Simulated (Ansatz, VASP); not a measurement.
**Two plane-wave programs on KI**

File INCAR:

```
  PREC = Accurate
  ENCUT = 520
  EDIFF = 1E-6
  ISMEAR = -5
  SIGMA = 0.1
  LREAL = False
  LASPH = True
  NELM = 60
  ALGO = Normal
  ISIF = 2
  LWAVE = False
  LCHARG = False
  GGA = PS
  NBANDS = 15
```

The input KPOINTS:

```
regular mesh
0
Gamma
  4 4 4
```

The input POSCAR:

```
KI
1.0
    0.0000000000      3.5445661619      3.5445661619
    3.5445661619      0.0000000000      3.5445661619
    3.5445661619      3.5445661619      0.0000000000
K I
1 1
Direct
    0.0000000000      0.0000000000      0.0000000000
    0.5000000000      0.5000000000      0.5000000000
```

Input for Ansatz:

```yaml
crystal:
  lattice:
    - [0.0, 3.5445661619, 3.5445661619]
    - [3.5445661619, 0.0, 3.5445661619]
    - [3.5445661619, 3.5445661619, 0.0]
  atoms:
    - { symbol: K, position: [0.0, 0.0, 0.0] }
    - { symbol: I, position: [0.5, 0.5, 0.5] }
kpoints:
  mp_grid: { grid: [4, 4, 4] }
hamiltonian:
  xc: pbesol
scf:
  occupations: { method: tetrahedron }
  n_extra_bands: 4
output:
  forces: true
  stress: true
  eigenvalues: true
```

Alike in both runs: task single point; functional PBEsol; k mesh 4 × 4 × 4; occupations tetrahedron; no spin polarisation.

|  | VASP | Ansatz |
| --- | --- | --- |
| version | VASP 6.6.1 | Ansatz 0.2.0 |
| potentials or method | VASP PAW PBE potentials, release 64 (K_sv, I) | plane waves |
| plane-wave cutoff (eV) | 520 | 420 |
| valence electrons in the cell | 16 | 26 |

```csv
,VASP,Ansatz,Ansatz less VASP
gap on the k mesh at the Fermi level (eV),3.79,3.80,+0.005
pressure (GPa),-0.4,-0.4,-0.03
```

VASP's potentials were made for PBE, not for PBEsol. VASP's potentials hold 16 valence electrons a cell and Ansatz's 26, so a difference there can come from the potentials and not from the codes. Ansatz's warnings: band table not solved further, tetrahedron derivatives may miss energy slope.

Neither program's run includes spin-orbit coupling.
